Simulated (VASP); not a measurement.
A run of VASP 6.6.1 is set up as follows.

File INCAR:

```
  PREC = Accurate
  ENCUT = 520
  EDIFF = 1E-7
  ISMEAR = 1
  SIGMA = 0.1
  LREAL = F
  LASPH = T
  NELM = 100
  ALGO = Normal
  ISIF = 2
  LWAVE = F
  LCHARG = F
  GGA = B5
  ALDAX = 1.0
  AGGAX = 1.0
  AGGAC = 1.0
  ALDAC = 0.0
  IVDW = 12
  VDW_S6 = 1.0
  VDW_S8 = 2.6996
  VDW_A1 = 0.4298
  VDW_A2 = 4.2359
  NBANDS = 14
```

The input KPOINTS:

```
regular mesh
0
Gamma
  7 7 7
```

POSCAR

```
HfH3
1.0
    3.0498155611      0.0000000000      0.0000000000
    0.0000000000      3.0498155611      0.0000000000
    0.0000000000      0.0000000000      3.0498155611
Hf H
1 3
Direct
    0.0000000000      0.0000000000      0.0000000000
    0.0000000000      0.5000000000      0.5000000000
    0.5000000000      0.0000000000      0.5000000000
    0.5000000000      0.5000000000      0.0000000000
```

Potentials or basis: VASP PAW PBE potentials, release 64 (Hf_pv, H).

Launch:

```console
$ cat potpaw_PBE.64/Hf_pv/POTCAR potpaw_PBE.64/H/POTCAR > POTCAR
$ mpirun -np 1 vasp_std > vasp.out
```

Question: Predict the pressure.

Answer: -0.5 GPa.

Question: What does it give for the dispersion energy per atom?

Answer: -0.446 eV.

Caveat: the PAW data sets were made with another functional, which shifts forces and pressure a little; pairwise dispersion overbinds metals, which lowers pressure and volume.
